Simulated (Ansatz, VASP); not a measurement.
**Two plane-wave programs on TaN**

The input INCAR:

```
ALGO     = Normal         # electronic algorithm
EDIFF    = 1E-6           # SCF threshold, eV
ENCUT    = 600            # plane-wave cutoff, eV
GGA      = PS             # functional
GGA_COMPAT= F            
ISIF     = 2              # what is computed and relaxed
ISMEAR   = 0              # smearing method
LASPH    = T              # aspherical terms in the spheres
LCHARG   = F              # write CHGCAR
LREAL    = F              # projectors in reciprocal space
LWAVE    = F              # write WAVECAR
NBANDS   = 15             # bands
NELM     = 120            # most SCF steps
PREC     = Accurate       # precision mode
SIGMA    = 0.1            # smearing width, eV
```

Contents of KPOINTS:

```
k-points
0
Gamma
  8 8 8
```

The input POSCAR:

```
TaN
1.0
    0.0000000000      2.2203990515      2.2203990515
    2.2203990515      0.0000000000      2.2203990515
    2.2203990515      2.2203990515      0.0000000000
Ta N
1 1
Direct
    0.0000000000      0.0000000000      0.0000000000
    0.5000000000      0.5000000000      0.5000000000
```

Input for Ansatz:

```yaml
crystal:
  lattice:
    - [0.0, 2.2203990515, 2.2203990515]
    - [2.2203990515, 0.0, 2.2203990515]
    - [2.2203990515, 2.2203990515, 0.0]
  atoms:
    - { symbol: Ta, position: [0.0, 0.0, 0.0] }
    - { symbol: "N", position: [0.5, 0.5, 0.5] }
basis:
  ecutwfc: 420
kpoints:
  mp_grid: { grid: [8, 8, 8] }
hamiltonian:
  xc: pbesol
scf:
  occupations: { method: gaussian, width: 0.1 }
output:
  forces: true
  stress: true
  eigenvalues: true
```

Alike in both runs: task single point; functional PBEsol; k mesh 8 × 8 × 8; occupations gaussian, width 0.1 eV; no spin polarisation.

|  | VASP | Ansatz |
| --- | --- | --- |
| version | VASP 6.6.1 | Ansatz 0.2.0 |
| potentials or method | VASP PAW PBE potentials, release 64 (Ta_pv, N), cutoff 600 eV | scalar-relativistic, plane waves, PAW |
| valence electrons in the cell | 16 | 18 |

|  | VASP | Ansatz | Ansatz less VASP |
| --- | --- | --- | --- |
| gap on the k mesh at the Fermi level (eV) | none | none | - |
| pressure (GPa) | -13.5 | -14.2 | -0.65 |

VASP's potentials were made for PBE, not for PBEsol. A gap of «none» marks a metal or a gap that the smearing closes. With one functional, cell and mesh, what is left measures potentials, basis and numerics. VASP's potentials hold 16 valence electrons a cell and Ansatz's 18, so a difference there can come from the potentials and not from the codes.

Spin-orbit coupling is off throughout.
